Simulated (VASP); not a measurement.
The system is OsO3.

```
Os O
1.0
    -2.07971    2.07971    2.07971
     2.07971   -2.07971    2.07971
     2.07971    2.07971   -2.07971
Os O
1 3
Direct
  0.00000 0.00000 0.00000
  0.00000 0.50000 0.50000
  0.50000 0.00000 0.50000
  0.50000 0.50000 0.00000
```

Base run:

```yaml
Program: VASP 6.6.1
Functional: PBE
Potentials_or_basis: VASP PAW PBE potentials, release 64 (Os, O)
Cutoff: 520 eV
k_mesh: 6 × 6 × 6
Occupations: gaussian, width 0.1 eV
Spin: collinear spin, ferromagnetic start
Starting_moments: "[1.0, 0.0, 0.0, 0.0] μB"
```

Its results: band gap on the k mesh zero (filled and empty bands overlap); pressure 1.5 GPa; net moment 0.00 μB per cell.

**Question.** The run is repeated on the same cell with these changes: potentials or basis from VASP PAW PBE potentials, release 64 (Os, O) to VASP PAW PBE potentials, release 64 (Os_sv_GW, O); cutoff from 520 eV to 600 eV; further incar settings from ALGO = Normal; EDIFF = 1e-07; NBANDS = 25 to ALGO = Normal; EDIFF = 1e-06; NBANDS = 29; valence electrons from 26 to 34. What comes out?

**Answer.** Band gap on the k mesh zero (filled and empty bands overlap); pressure -0.2 GPa; net moment 0.00 μB per cell.

Caveats: spin-orbit coupling is left out, which moves the levels of the heavy elements.
